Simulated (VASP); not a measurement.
# BN (I-4m2) in VASP: notebook

BN is run at these levels: PBE; tasks: single point.

Everything below comes from runs of VASP 6.6.1. Logs are shortened: lines on timing, memory, paths and dates and some standing lists are left out, and cuts for length are marked.

### Step 1. The cell of the first run

The structure is tetragonal, space group I-4m2 (No. 119). Conventional cell: a = 2.768 Å, b = 2.768 Å, c = 3.335 Å, α = 90.00°, β = 90.00°, γ = 90.00°. B (site symmetry -4m2) has 4 N at 1.62 Å within 2.2 Å. N (site symmetry -4m2) has 4 B at 1.62 Å within 2.2 Å.

### Step 2. Single point, PBE (strain +0.080 along x and y, -0.080 along z)

File INCAR:

```
SYSTEM = BN
PREC = Accurate
ENCUT = 600
EDIFF = 1E-6
ISMEAR = 0
SIGMA = 0.05
LREAL = .False.
LASPH = .True.
NELM = 120
ALGO = Normal
ISIF = 2
LWAVE = .False.
LCHARG = .True.
GGA = PE
LELF = .True.
LVHAR = .True.
NBANDS = 11
GGA_COMPAT = .False.
```

File KPOINTS:

```
Automatic mesh
0
Gamma
  12 12 12
  0 0 0
```

File POSCAR:

```
BN
1.0
    0.0000000000      1.9573363945      1.6673606323
    1.9573363945      0.0000000000      1.6673606323
    1.9573363945      1.9573363945      0.0000000000
B N
1 1
Direct
    0.0000000000      0.0000000000      0.0000000000
    0.7500000000      0.7500000000      0.7500000000
```

Potentials or basis: VASP PAW PBE potentials, release 64 (B, N).

On the command line:

```
$ cat potpaw_PBE.64/B/POTCAR potpaw_PBE.64/N/POTCAR > POTCAR
$ mpirun -np 1 vasp_std > vasp.out
```

OUTCAR:

```text
SYSTEM = BN
   PREC = Accurate
   ENCUT = 600
   EDIFF = 1E-6
   ISMEAR = 0
   LREAL = .False.
   LASPH = .True.
   NELM = 120
   ISIF = 2
   GGA = PE

 ion  position               nearest neighbor table
   1  0.000  0.000  0.000-   2 1.62   2 1.62   2 1.62   2 1.62
   2  0.750  0.750  0.750-   1 1.62   1 1.62   1 1.62   1 1.62

  LATTYP: Found a body centered tetragonal cell.
 ALAT       =     2.7680916752
 C/A-ratio  =     1.2047004420

  Lattice vectors:

 A1 = (   0.0000000000,  -1.9573363945,  -1.6673606323)
 A2 = (   0.0000000000,   1.9573363945,  -1.6673606323)
 A3 = (   1.9573363945,   0.0000000000,   1.6673606323)

Analysis of symmetry for initial positions (statically):
=====================================================================
 Subroutine PRICEL returns:
 Original cell was already a primitive cell.

 Routine SETGRP: Setting up the symmetry group for a
 body centered tetragonal supercell.

 Subroutine GETGRP returns: Found  8 space group operations
 (whereof  8 operations were pure point group operations)
 out of a pool of 16 trial point group operations.

The static configuration has the point symmetry D_2d.

Analysis of symmetry for dynamics (positions and initial velocities):
=====================================================================
 Subroutine PRICEL returns:
 Original cell was already a primitive cell.

 Routine SETGRP: Setting up the symmetry group for a
 body centered tetragonal supercell.

 Subroutine GETGRP returns: Found  8 space group operations
 (whereof  8 operations were pure point group operations)
 out of a pool of 16 trial point group operations.

The dynamic configuration has the point symmetry D_2d.

 Subroutine INISYM returns: Found  8 space group operations
 (whereof  8 operations are pure point group operations),
 and found     1 'primitive' translations

----------------------------------------------------------------------------------------

                                     Primitive cell

  volume of cell :      12.7759

  direct lattice vectors                    reciprocal lattice vectors
     0.000000000  1.957336394  1.667360632    -0.255449192  0.255449192  0.299875138
     1.957336394  0.000000000  1.667360632     0.255449192 -0.255449192  0.299875138
     1.957336394  1.957336394  0.000000000     0.255449192  0.255449192 -0.299875138

  length of vectors
     2.571236520  2.571236520  2.768091675     0.469503650  0.469503650  0.469503650

  position of ions in fractional coordinates (direct lattice)
     0.000000000  0.000000000  0.000000000
     0.750000000  0.750000000  0.750000000

  ion indices of the primitive-cell ions
   primitive index   ion index
                 1           1
                 2           2

----------------------------------------------------------------------------------------

 KPOINTS: Automatic mesh

Automatic generation of k-mesh.
 Grid dimensions read from file:
 generate k-points for:   12   12   12

 Generating k-lattice:

  Cartesian coordinates                     Fractional coordinates (reciprocal lattice)
    -0.021287433  0.021287433  0.024989595     0.083333333 -0.000000000  0.000000000
     0.021287433 -0.021287433  0.024989595    -0.000000000  0.083333333  0.000000000
     0.021287433  0.021287433 -0.024989595     0.000000000  0.000000000  0.083333333

  Length of vectors
     0.039125304  0.039125304  0.039125304

  Shift w.r.t. Gamma in fractional coordinates (k-lattice)
     0.000000000  0.000000000  0.000000000

 Subroutine IBZKPT returns following result:
 ===========================================

 Found    163 irreducible k-points:

 Following reciprocal coordinates:
            Coordinates               Weight
  0.000000  0.000000  0.000000      1.000000
  0.083333  0.000000  0.000000      8.000000
  0.166667  0.000000  0.000000      8.000000
  0.250000  0.000000  0.000000      8.000000
  0.333333  0.000000  0.000000      8.000000
  0.416667  0.000000  0.000000      8.000000
[... 16 lines left out ...]
  0.500000  0.166667  0.000000      8.000000
 -0.416667  0.166667  0.000000      8.000000
 [... further k-points ...]
   k-points           NKPTS =    163   k-points in BZ     NKDIM =    163   number of bands    NBANDS=     11
   number of dos      NEDOS =    301   number of ions     NIONS =      2
   total plane-waves  NPLWV =  13824
   dimension x,y,z NGX =    24 NGY =   24 NGZ =   24
   dimension x,y,z NGXF=    48 NGYF=   48 NGZF=   48
   ions per type =               1   1
   NGX,Y,Z   is equivalent  to a cutoff of  15.52, 15.52, 14.41 a.u.
   NGXF,Y,Z  is equivalent  to a cutoff of  31.03, 31.03, 28.83 a.u.
 SYSTEM =  BN
   PREC   = accura    normal or accurate (medium, high low for compatibility)
   ISTART =      0    job   : 0-new  1-cont  2-samecut
   ICHARG =      2    charge: 1-file 2-atom 10-const
   ISPIN  =      1    spin polarized calculation?
   LNONCOLLINEAR =      F non collinear calculations
   LSORBIT =      F    spin-orbit coupling
   LASPH  =      T    aspherical Exc in radial PAW
   ENCUT  =  600.0 eV  44.10 Ry    6.64 a.u.   5.14  5.14  5.53*2*pi/ulx,y,z
   NELM   =    120;   NELMIN=  2; NELMDL= -5     # of ELM steps
   EDIFF  = 0.1E-05   stopping-criterion for ELM
   LREAL  =      F    real-space projection
   EDIFFG = 0.1E-04   stopping-criterion for IOM
   NSW    =      0    number of steps for IOM
   IBRION =     -1    ionic relax: 0-MD 1-quasi-New 2-CG
   NFREE  =      0    steps in history (QN), initial steepest desc. (CG)
   ISIF   =      2    stress and relaxation
   ISYM   =      2    0-nonsym 1-usesym 2-fastsym
   POTIM  = 0.5000    time-step for ionic-motion
   TEBEG  =    0.0;   TEEND  =   0.0 temperature during run
   PSTRESS=    0.0 pullay stress
   NELECT =       8.0000    total number of electrons
   NUPDOWN=      -1.0000    fix difference up-down
   EMIN   =  10.00;   EMAX   =-10.00  energy-range for DOS
   EFERMI =   0.00;   METHOD = LEGACY
   ISMEAR =     0;   SIGMA  =   0.05  broadening in eV -4-tet -1-fermi 0-gaus
   EFERMI_NEDOS =   21; number of points for ismear=-14 and -15
   IALGO  =     38    algorithm
   IMIX   =      4    mixing-type and parameters
     AMIX     =   0.40;   BMIX     =  1.00
     AMIX_MAG =   1.60;   BMIX_MAG =  1.00
  volume/ion in A,a.u.               =       6.39        43.11
  Fermi-wavevector in a.u.,A,eV,Ry     =   1.400580  2.646713 26.689529  1.961625
  Thomas-Fermi vector in A             =   2.523527
   LORBIT       =      0    0 simple, 1 ext, 2 COOP (PROOUT), +10 PAW based schemes
   GGA     = PE    functional components
   LHFCALC =     F    Hartree Fock is set to
   AEXX    =    0.0000 exact exchange contribution
   IVDW    =     0    specifies the selected vdW correction
   LEPSILON=     F    determine dielectric tensor
   LRPA    =     F    only Hartree local field effects (RPA)
 non-spin polarized calculation
 Gauss-broadening in eV      SIGMA  =   0.05
  energy-cutoff  :      600.00
  volume of cell :       12.78
 maximum number of plane-waves:       440
 NGX is ok and might be reduce to    24
   NGX = 11   NGY = 11   NGZ = 11

 number of electron       8.0000000 magnetization

 Free energy of the ion-electron system (eV)
  ---------------------------------------------------
  ext. energy  EPLUGINS =         0.00000000
  ---------------------------------------------------
  free energy    TOTEN  =       -17.05442720 eV

  energy without entropy =      -17.05442720  energy(sigma->0) =      -17.05442720

 E-fermi :   7.5597     XC(G=0): -12.4710

 val. band max:        7.2918129650   @ k =   0.0000   0.0000   0.0000
 cond. band min:       9.4864830390   @ k =   0.5000   0.5000   0.0000
 fundamental gap:      2.1946700740
 Fermi energy:         7.5597425072

 k-point     1 :       0.0000    0.0000    0.0000
  band No.  band energies     occupation
      1     -12.8452      2.00000
      2       6.1200      2.00000
      3       6.1200      2.00000
      4       7.2918      2.00000
      5      14.4365      0.00000
      6      15.4632      0.00000
      7      15.5293      0.00000
      8      15.5293      0.00000
      9      29.6597      0.00000
     10      29.9676      0.00000
     11      31.6881      0.00000

 k-point     2 :       0.0833    0.0000    0.0000
  band No.  band energies     occupation
      1     -12.6841      2.00000
      2       5.4846      2.00000
      3       5.9050      2.00000
      4       6.9815      2.00000
      5      14.3837      0.00000
      6      15.5679      0.00000
      7      15.7205      0.00000
      8      16.3606      0.00000
      9      28.6461      0.00000
     10      29.6762      0.00000
     11      30.5817      0.00000

 k-point     3 :       0.1667    0.0000    0.0000
  band No.  band energies     occupation
      1     -12.2076      2.00000
      2       3.6795      2.00000
      3       5.3776      2.00000
      4       6.5709      2.00000
      5      14.3020      0.00000
      6      16.0861      0.00000
      7      16.1982      0.00000
      8      17.8136      0.00000
      9      27.9897      0.00000
     10      28.6096      0.00000
     11      30.6233      0.00000
[... 267 lines left out ...]
 k-point    23 :       0.5000    0.1667    0.0000
  band No.  band energies     occupation
      1      -8.5014      2.00000
      2      -2.7034      2.00000
      3       2.7965      2.00000
      4       4.1791      2.00000
      5      13.3278      0.00000
      6      17.9629      0.00000
      7      18.6987      0.00000
      8      19.6644      0.00000
      9      27.0288      0.00000
     10      31.6345      0.00000
     11      32.9459      0.00000

 k-point    24 :      -0.4167    0.1667    0.0000
  band No.  band energies     occupation
      1      -8.6435      2.00000
      2      -2.5318      2.00000
      3       3.0407      2.00000
      4       3.8656      2.00000
      5      13.5466      0.00000
      6      17.7691      0.00000
      7      18.7055      0.00000
      8      20.7454      0.00000
      9      26.2437      0.00000
     10      30.8925      0.00000
     11      31.1522      0.00000

 [... further k-points ...]

------------------------ aborting loop because EDIFF is reached ----------------------------------------

  FORCE on cell =-STRESS in cart. coord.  units (eV):
  Direction    XX          YY          ZZ          XY          YZ          ZX
  --------------------------------------------------------------------------------------
  -------------------------------------------------------------------------------------
  Total       -3.8185716     -3.8185716      1.9909142      0.0000000      0.0000000      0.0000000
  in kB     -478.8737528   -478.8737528    249.6736081      0.0000000      0.0000000      0.0000000
  external PRESSURE =    -236.0246325 kB  Pullay stress =       0.0000000 kB

 VOLUME and BASIS-vectors are now :
 -----------------------------------------------------------------------------
  energy-cutoff  :      600.00
  volume of cell :       12.78
      direct lattice vectors                 reciprocal lattice vectors
     0.000000000  1.957336394  1.667360632    -0.255449192  0.255449192  0.299875138
     1.957336394  0.000000000  1.667360632     0.255449192 -0.255449192  0.299875138
     1.957336394  1.957336394  0.000000000     0.255449192  0.255449192 -0.299875138

 POSITION                                       TOTAL-FORCE (eV/Angst)
 -----------------------------------------------------------------------------------
      0.00000      0.00000      0.00000        -0.000000     -0.000000      0.000000
      2.93600      2.93600      2.50104         0.000000      0.000000     -0.000000
 -----------------------------------------------------------------------------------
    total drift:                               -0.000000     -0.000000      0.000000

  FREE ENERGIE OF THE ION-ELECTRON SYSTEM (eV)
  ---------------------------------------------------
  free  energy   TOTEN  =       -17.0544272006 eV

  energy  without entropy=      -17.0544272006  energy(sigma->0) =      -17.05442720
```

It took 9.6 s on 1 thread of Intel Xeon 6975P-C (Granite Rapids), shared host; peak memory 0.14 GiB.

Results:

| Quantity | Value |
| --- | --- |
| Free energy | -17.0544 eV |
| Pressure | -23.6 GPa |
| Band gap on the k mesh | 2.19 eV (least direct gap 7.14 eV) |

Levels at points of the mesh, in eV from the valence-band top:
| k point | band 2 | band 3 | band 4 | band 5 | band 6 | band 7 |
| --- | --- | --- | --- | --- | --- | --- |
| (0.00, 0.00, 0.00) | -1.17 | -1.17 | 0.00 | 7.14 | 8.17 | 8.24 |
| (0.50, 0.00, 0.00) | -10.71 | -3.54 | -1.62 | 6.61 | 8.68 | 11.62 |
| (0.50, 0.50, 0.00) | -7.63 | -6.52 | -6.52 | 2.19 | 5.59 | 16.01 |
| (0.50, 0.00, 0.50) | -9.90 | -4.49 | -4.44 | 4.58 | 9.38 | 14.15 |

Caveat: the cell differs from its parent crystal (strain +0.080 along x and y, -0.080 along z); the cell stands under tension.

(Part 1 of 2 ends here.)
